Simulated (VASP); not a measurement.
# HfB (Fm-3m) in VASP: a series of runs

The runs below take HfB through single point, with PBEsol.

Everything below comes from runs of VASP 6.6.1. Logs are shortened: lines on timing, memory, paths and dates and some standing lists are left out, and cuts for length are marked.

## (1) The cell of the first run

It takes space group Fm-3m (No. 225, cubic). The conventional cell has a = 4.860 Å, b = 4.860 Å, c = 4.860 Å, α = 90.00°, β = 90.00°, γ = 90.00°. Within 3.2 Å of Hf (site symmetry m-3m) lie 6 B at 2.43 Å. Within 3.2 Å of B (site symmetry m-3m) lie 6 Hf at 2.43 Å.

## (2) Single point, PBEsol (equal strain along all axes, cell held: +1.5 %)

The input, INCAR:

```
SYSTEM = HfB
PREC = Accurate ; ENCUT = 520
EDIFF = 1E-6 ; ISMEAR = 0
SIGMA = 0.1 ; LREAL = .False.
LASPH = .True. ; NELM = 100
ALGO = Normal ; ISIF = 2
LWAVE = .False. ; LCHARG = .False.
GGA = PS ; NBANDS = 21
```

The input, KPOINTS:

```
Automatic mesh
0
Gamma
  16 16 12
  0 0 0
```

The input, POSCAR:

```
HfB
1.0
    2.4298568846      2.4298568846      0.0000000000
   -2.4298568846      2.4298568846      0.0000000000
    0.0000000000      0.0000000000      4.8597137691
Hf B
2 2
Direct
    0.5000000000      0.5000000000      0.0000000000
    0.0000000000      0.0000000000      0.5000000000
    0.0000000000      0.0000000000      0.0000000000
    0.5000000000      0.5000000000      0.5000000000
```

Potentials or basis: VASP PAW PBE potentials, release 64 (Hf_pv, B).

The run is started by

```console
cat potpaw_PBE.64/Hf_pv/POTCAR potpaw_PBE.64/B/POTCAR > POTCAR
mpirun -np 1 vasp_std > vasp.out
```

OUTCAR:

```text
SYSTEM = HfB
   PREC = Accurate
   ENCUT = 520
   EDIFF = 1E-6
   ISMEAR = 0
   LREAL = .False.
   LASPH = .True.
   NELM = 100
   ISIF = 2
   GGA = PS

 ion  position               nearest neighbor table
   1  0.500  0.500  0.000-   4 2.43   4 2.43   3 2.43   3 2.43   3 2.43   3 2.43   2 3.44   2 3.44
                             2 3.44   2 3.44   2 3.44   2 3.44   2 3.44   2 3.44
   2  0.000  0.000  0.500-   3 2.43   3 2.43   4 2.43   4 2.43   4 2.43   4 2.43   1 3.44   1 3.44
                             1 3.44   1 3.44   1 3.44   1 3.44   1 3.44   1 3.44
   3  0.000  0.000  0.000-   2 2.43   2 2.43   1 2.43   1 2.43   1 2.43   1 2.43
   4  0.500  0.500  0.500-   1 2.43   1 2.43   2 2.43   2 2.43   2 2.43   2 2.43

  LATTYP: Found a simple tetragonal cell.
 ALAT       =     3.4363365608
 C/A-ratio  =     1.4142135623

  Lattice vectors:

 A1 = (   2.4298568846,   2.4298568846,   0.0000000000)
 A2 = (  -2.4298568846,   2.4298568846,   0.0000000000)
 A3 = (   0.0000000000,   0.0000000000,   4.8597137691)

Analysis of symmetry for initial positions (statically):
=====================================================================
 Subroutine PRICEL returns following result:

  LATTYP: Found a face centered cubic cell.
 ALAT       =     4.8597137692

  Lattice vectors:

 A1 = (   0.0000000000,  -2.4298568846,  -2.4298568845)
 A2 = (   2.4298568846,   0.0000000000,  -2.4298568845)
 A3 = (   2.4298568846,  -2.4298568846,   0.0000000000)

   2 primitive cells build up your supercell.

 Routine SETGRP: Setting up the symmetry group for a
 simple tetragonal supercell.

 Subroutine GETGRP returns: Found 16 space group operations
 (whereof 16 operations were pure point group operations)
 out of a pool of 16 trial point group operations.

The static configuration has the point symmetry D_4h.

Analysis of symmetry for dynamics (positions and initial velocities):
=====================================================================
 Subroutine PRICEL returns following result:

  LATTYP: Found a face centered cubic cell.
 ALAT       =     4.8597137692

  Lattice vectors:

 A1 = (   0.0000000000,  -2.4298568846,  -2.4298568845)
 A2 = (   2.4298568846,   0.0000000000,  -2.4298568845)
 A3 = (   2.4298568846,  -2.4298568846,   0.0000000000)

   2 primitive cells build up your supercell.

 Routine SETGRP: Setting up the symmetry group for a
 simple tetragonal supercell.

 Subroutine GETGRP returns: Found 16 space group operations
 (whereof 16 operations were pure point group operations)
 out of a pool of 16 trial point group operations.
[... 96 lines left out ...]
   LNONCOLLINEAR =      F non collinear calculations
   LSORBIT =      F    spin-orbit coupling
   LASPH  =      T    aspherical Exc in radial PAW
   ENCUT  =  520.0 eV  38.22 Ry    6.18 a.u.   6.39  6.39  9.04*2*pi/ulx,y,z
   NELM   =    100;   NELMIN=  2; NELMDL= -5     # of ELM steps
   EDIFF  = 0.1E-05   stopping-criterion for ELM
   LREAL  =      F    real-space projection
   EDIFFG = 0.1E-04   stopping-criterion for IOM
   NSW    =      0    number of steps for IOM
   IBRION =     -1    ionic relax: 0-MD 1-quasi-New 2-CG
   NFREE  =      0    steps in history (QN), initial steepest desc. (CG)
   ISIF   =      2    stress and relaxation
   ISYM   =      2    0-nonsym 1-usesym 2-fastsym
   POTIM  = 0.5000    time-step for ionic-motion
   TEBEG  =    0.0;   TEEND  =   0.0 temperature during run
   PSTRESS=    0.0 pullay stress
   NELECT =      26.0000    total number of electrons
   NUPDOWN=      -1.0000    fix difference up-down
   EMIN   =  10.00;   EMAX   =-10.00  energy-range for DOS
   EFERMI =   0.00;   METHOD = LEGACY
   ISMEAR =     0;   SIGMA  =   0.10  broadening in eV -4-tet -1-fermi 0-gaus
   EFERMI_NEDOS =   21; number of points for ismear=-14 and -15
   IALGO  =     38    algorithm
   IMIX   =      4    mixing-type and parameters
     AMIX     =   0.40;   BMIX     =  1.00
     AMIX_MAG =   1.60;   BMIX_MAG =  1.00
  volume/ion in A,a.u.               =      14.35        96.81
  Fermi-wavevector in a.u.,A,eV,Ry     =   1.257376  2.376097 21.510744  1.580995
  Thomas-Fermi vector in A             =   2.391038
   LORBIT       =      0    0 simple, 1 ext, 2 COOP (PROOUT), +10 PAW based schemes
   GGA     = PS    functional components
   LHFCALC =     F    Hartree Fock is set to
   AEXX    =    0.0000 exact exchange contribution
   IVDW    =     0    specifies the selected vdW correction
   LEPSILON=     F    determine dielectric tensor
   LRPA    =     F    only Hartree local field effects (RPA)
 non-spin polarized calculation
 Gauss-broadening in eV      SIGMA  =   0.10
  energy-cutoff  :      520.00
  volume of cell :       57.39
 maximum number of plane-waves:      1568
 NGX is ok and might be reduce to    28
   NGX = 13   NGY = 13   NGZ = 19

 number of electron      26.0000003 magnetization

 Free energy of the ion-electron system (eV)
  ---------------------------------------------------
  ext. energy  EPLUGINS =         0.00000000
  ---------------------------------------------------
  free energy    TOTEN  =       -36.76756054 eV

  energy without entropy =      -36.75868908  energy(sigma->0) =      -36.76312481

 E-fermi :   4.0805     XC(G=0): -11.6984

 val. band max:        4.0780775942   @ k =   0.0000   0.0000   0.4167
 cond. band min:       4.0937068219   @ k =   0.3750   0.1250   0.1667
 fundamental gap:      0.0156292277
 Fermi energy:         4.0804597284

 k-point     1 :       0.0000    0.0000    0.0000
  band No.  band energies     occupation
      1     -25.3602      2.00000
      2     -25.1279      2.00000
      3     -25.1279      2.00000
      4     -24.9795      2.00000
      5     -24.9776      2.00000
      6     -24.9776      2.00000
[... 565 lines left out ...]
     20      10.6517      0.00000
     21      10.9695      0.00000

 [... further k-points ...]
[... 5 lines left out ...]
  --------------------------------------------------------------------------------------
  -------------------------------------------------------------------------------------
  Total       -2.5862444     -2.5862444     -2.5934386      0.0000000      0.0000000      0.0000000
  in kB      -72.2067956    -72.2067956    -72.4076543      0.0000000      0.0000000      0.0000000
  external PRESSURE =     -72.2737485 kB  Pullay stress =       0.0000000 kB

 VOLUME and BASIS-vectors are now :
 -----------------------------------------------------------------------------
  energy-cutoff  :      520.00
  volume of cell :       57.39
      direct lattice vectors                 reciprocal lattice vectors
     2.429856885  2.429856885  0.000000000     0.205773436  0.205773436  0.000000000
    -2.429856885  2.429856885  0.000000000    -0.205773436  0.205773436  0.000000000
     0.000000000  0.000000000  4.859713769     0.000000000  0.000000000  0.205773436

 POSITION                                       TOTAL-FORCE (eV/Angst)
 -----------------------------------------------------------------------------------
      0.00000      2.42986      0.00000        -0.000000      0.000000      0.000000
      0.00000      0.00000      2.42986        -0.000000      0.000000      0.000000
      0.00000      0.00000      0.00000         0.000000     -0.000000      0.000000
      0.00000      2.42986      2.42986         0.000000     -0.000000     -0.000000
 -----------------------------------------------------------------------------------
    total drift:                               -0.000000      0.000000     -0.000000

  FREE ENERGIE OF THE ION-ELECTRON SYSTEM (eV)
  ---------------------------------------------------
  free  energy   TOTEN  =       -36.7675605380 eV

  energy  without entropy=      -36.7586890795  energy(sigma->0) =      -36.76312481
```

OSZICAR:

```text
N       E                     dE             d eps       ncg     rms          rms(c)
DAV:   1     0.704069859147E+02    0.70407E+02   -0.14228E+04 13238   0.119E+03
DAV:   2    -0.363079188408E+02   -0.10671E+03   -0.10293E+03 16679   0.273E+02
DAV:   3    -0.399806233202E+02   -0.36727E+01   -0.36092E+01 17042   0.347E+01
DAV:   4    -0.400132668440E+02   -0.32644E-01   -0.32594E-01 16596   0.379E+00
DAV:   5    -0.400135595307E+02   -0.29269E-03   -0.29265E-03 16756   0.328E-01    0.749E+01
DAV:   6    -0.369019523528E+02    0.31116E+01   -0.10534E+01 14441   0.127E+01    0.475E+01
DAV:   7    -0.368373879286E+02    0.64564E-01   -0.19914E+00 16290   0.681E+00    0.914E+00
DAV:   8    -0.367679395753E+02    0.69448E-01   -0.36020E-01 14899   0.258E+00    0.124E+00
DAV:   9    -0.367675958144E+02    0.34376E-03   -0.11462E-02 16311   0.661E-01    0.286E-01
DAV:  10    -0.367675623041E+02    0.33510E-04   -0.25679E-04 16442   0.885E-02    0.418E-02
DAV:  11    -0.367675620453E+02    0.25877E-06   -0.10506E-05 17186   0.158E-02    0.330E-02
DAV:  12    -0.367675605355E+02    0.15098E-05   -0.21737E-06 12806   0.967E-03    0.168E-03
DAV:  13    -0.367675605380E+02   -0.25416E-08   -0.34617E-07 10030   0.397E-03
   1 F= -.36767561E+02 E0= -.36763125E+02  d E =-.887146E-02
```

stdout:

```text
POSCAR found type information on POSCAR HfB
 POSCAR found :  2 types and       4 ions
 scaLAPACK will be used
 -----------------------------------------------------------------------------
|                                                                             |
|                                                                             |
|     You enforced a specific xc type in the INCAR file but a different       |
|     I HOPE YOU KNOW WHAT YOU ARE DOING!                                     |
|                                                                             |
 -----------------------------------------------------------------------------

 LDA part: xc-table for (Slater+PW92), standard interpolation
 POSCAR, INCAR and KPOINTS ok, starting setup
 FFT: planning ... GRIDC
 FFT: planning ... GRID_SOFT
 FFT: planning ... GRID
 WAVECAR not read
 entering main loop
```

Wall time 6.7 min (1 thread of Intel Xeon 8259CL, shared host); peak memory 0.44 GiB.

Results:

```yaml
Free_energy: -36.7676 eV
Pressure: -7.2 GPa
Band_gap_on_the_k_mesh: zero (bands 13 and 14 overlap by 3.23 eV)
```

Caveat: the cell differs from its parent crystal (equal strain along all axes, cell held: +1.5 %); the cell stands under tension; the PAW data sets were made with another functional, which shifts forces and pressure a little; spin-orbit coupling is left out, which moves the levels of the heavy elements.

## (3) Single point, PBEsol (equal strain along all axes, cell held: +3.0 %)

The input, INCAR:

```
SYSTEM = HfB
ALGO = Normal
EDIFF = 1E-6
ENCUT = 520
GGA = PS
ISIF = 2
ISMEAR = 0
LASPH = .True.
LCHARG = .False.
LREAL = .False.
LWAVE = .False.
NBANDS = 21
NELM = 60
PREC = Accurate
SIGMA = 0.1
```

The input, KPOINTS:

```
k-points
0
Gamma
  16 16 12
  0 0 0
```

The input, POSCAR:

```
HfB
1.0
    2.4657660996      2.4657660996      0.0000000000
   -2.4657660996      2.4657660996      0.0000000000
    0.0000000000      0.0000000000      4.9315321992
Hf B
2 2
Direct
    0.5000000000      0.5000000000      0.0000000000
    0.0000000000      0.0000000000      0.5000000000
    0.0000000000      0.0000000000      0.0000000000
    0.5000000000      0.5000000000      0.5000000000
```

Potentials or basis: VASP PAW PBE potentials, release 64 (Hf_pv, B).

The run is started by

```console
cat potpaw_PBE.64/Hf_pv/POTCAR potpaw_PBE.64/B/POTCAR > POTCAR
mpirun -np 1 vasp_std > vasp.out
```

Run time: 7.7 min. Hardware: 1 thread of Intel Xeon 8259CL, shared host; peak memory 0.46 GiB.

Results (log left out):

```yaml
Free_energy: -36.5999 eV
Pressure: -13.4 GPa
Band_gap_on_the_k_mesh: zero (bands 13 and 14 overlap by 3.15 eV)
```

Levels at points of the mesh, in eV from the Fermi level:
```csv
k point,band 11,band 12,band 13,band 14,band 15,band 16
"(0.00, 0.00, 0.00)",1.79,1.79,1.92,1.92,1.92,3.43
"(0.50, 0.00, 0.00)",-1.08,-1.08,-0.69,-0.69,3.87,3.87
"(0.50, 0.50, 0.00)",-0.72,-0.72,1.79,1.79,1.79,1.79
"(0.00, 0.00, 0.50)",0.35,0.35,1.26,1.26,1.26,1.26
"(0.50, 0.00, 0.50)",-1.08,-1.08,-1.07,-1.07,5.24,5.24
"(0.50, 0.50, 0.50)",-1.38,-1.38,-1.24,-1.24,4.57,4.57
```

Caveat: the cell differs from its parent crystal (equal strain along all axes, cell held: +3.0 %); the cell stands under tension; the PAW data sets were made with another functional, which shifts forces and pressure a little; spin-orbit coupling is left out, which moves the levels of the heavy elements.

[end of part 1 of 2]

The gap in the log of VASP goes by the Fermi energy; the results here count the filled bands.